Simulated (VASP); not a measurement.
Here is a VASP 6.6.1 calculation.

File INCAR:

```
ALGO = Normal ; EDIFF = 1E-6
EDIFFG = -0.04 ; ENCUT = 600
GGA = PE ; IBRION = 2
ISIF = 3 ; ISMEAR = 0
LASPH = T ; LCHARG = F
LREAL = F ; LWAVE = F
NELM = 60 ; NSW = 90
PREC = Accurate ; SIGMA = 0.1
```

File KPOINTS:

```
k-points
0
Gamma
  4 4 4
```

POSCAR

```
Rb3RhW
1.0
    5.2421490208      0.0000000000      0.0000000000
    0.0000000000      5.2421490208      0.0000000000
    0.0000000000      0.0000000000      5.2421490208
Rb Rh W
3 1 1
Direct
    0.0000000000      0.5000000000      0.5000000000
    0.5000000000      0.0000000000      0.5000000000
    0.5000000000      0.5000000000      0.0000000000
    0.0000000000      0.0000000000      0.0000000000
    0.5000000000      0.5000000000      0.5000000000
```

Potentials or basis: VASP PAW PBE potentials, release 64 (Rb_sv, Rh_pv, W_sv).

Run with:

```bash
$ cat potpaw_PBE.64/Rb_sv/POTCAR potpaw_PBE.64/Rh_pv/POTCAR potpaw_PBE.64/W_sv/POTCAR > POTCAR
$ mpirun -np 1 vasp_std > vasp.out
```

Question: What does it give for the space group after relaxing (to 0.1 Å)?

Answer: Pm-3m (No. 221).

Question: Predict the relaxed volume.

Answer: 51.90 Å³/atom.

Question: What does it give for the band gap on the k mesh?

Answer: Zero (bands 28 and 29 overlap by 0.13 eV).

Question: Estimate the relaxed cell.

Answer: a = 6.378 Å, b = 6.378 Å, c = 6.378 Å, α = 90.00°, β = 90.00°, γ = 90.00°.

Step by step:
| step | energy change (eV) | largest force (eV/Å) | pressure (GPa) | volume (Å³) |
| --- | --- | --- | --- | --- |
| 1 | 0.0000 | 0.0000 | 8.73 | 144.05 |
| 2 | -1.2556 | 0.0000 | 3.53 | 179.32 |
| 3 | -1.8042 | 0.0000 | 1.01 | 220.63 |
| 4 | -1.6677 | 0.0000 | -0.97 | 321.36 |
| 5 | -1.8615 | 0.0000 | -0.03 | 259.50 |

Caveat: the volume moved by over 15 % at a fixed basis, so the end points are rough; spin-orbit coupling is left out, which moves the levels of the heavy elements.
